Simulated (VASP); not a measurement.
Wanted: the native input for a VASP 6.6.1 run.

- Task: single point
- Functional: PBE
- Potentials or basis: VASP PAW PBE potentials, release 64 (Sm_3, O), 4f in core
- Cutoff: 600 eV
- k mesh: 6 × 6 × 4
- Occupations: gaussian, width 0.1 eV
- Spin: no spin polarisation
- Dipole correction: no
- Mended: yes
- Further INCAR settings: ALGO = Normal; EDIFF = 1e-06; NBANDS = 30

The structure of SmO5 lies in POSCAR:

```
SmO5
1.0
    3.9120332238      0.0000000000      0.0000000000
   -1.9560166119      3.3879201523      0.0000000000
    0.0000000000      0.0000000000      5.8230092323
Sm O
1 5
Direct
    0.0000000000      0.0000000000      0.0000000000
    0.3333333333      0.6666666667      0.0000000000
    0.6666666667      0.3333333333      0.0000000000
    0.5000000000      0.0000000000      0.5000000000
    0.5000000000      0.5000000000      0.5000000000
    0.0000000000      0.5000000000      0.5000000000
```

The cell was built from a structure type or drawn by symmetry, and may not be a known phase.

The input as run:

INCAR

```
SYSTEM = SmO5
ALGO     = Normal         ! electronic algorithm
EDIFF    = 1E-6           ! SCF threshold, eV
ENCUT    = 600            ! plane-wave cutoff, eV
GGA      = PE             ! functional
GGA_COMPAT= .FALSE.      
ISIF     = 2              ! what is computed and relaxed
ISMEAR   = 0              ! smearing method
LASPH    = .TRUE.         ! aspherical terms in the spheres
LCHARG   = .TRUE.         ! write CHGCAR
LELF     = .TRUE.         ! ELF
LMAXMIX  = 6              ! l up to which the mixer works
LREAL    = .FALSE.        ! projectors in reciprocal space
LVHAR    = .TRUE.       
LWAVE    = .FALSE.        ! write WAVECAR
NBANDS   = 30             ! bands
NELM     = 200            ! most SCF steps
PREC     = Accurate       ! precision mode
SIGMA    = 0.1            ! smearing width, eV
```

KPOINTS

```
k-points
0
G
  6 6 4
  0 0 0
```

Potentials or basis: VASP PAW PBE potentials, release 64 (Sm_3, O), 4f in core.

The run is started by

```console
$ cat potpaw_PBE.64/Sm_3/POTCAR potpaw_PBE.64/O/POTCAR > POTCAR
$ mpirun -np 1 vasp_std > vasp.out
```

It gave:

```yaml
Pressure: 0.5 GPa
Band_gap_on_the_k_mesh: zero (an odd number of electrons rules out a gap without spin polarisation)
```

Caveat: spin-orbit coupling is left out, which moves the levels of the heavy elements; the 4f electrons are frozen in the core, so they carry no moment and show no levels; an odd number of electrons without spin polarisation forces a metal; a magnetic or distorted state may lie lower; the run has no spin polarisation, though such a crystal can be magnetic.

Run time: 35 s on 1 thread of Intel(R) Xeon(R) 6975P-C (Granite Rapids), on a shared host, peak memory 0.24 GiB.
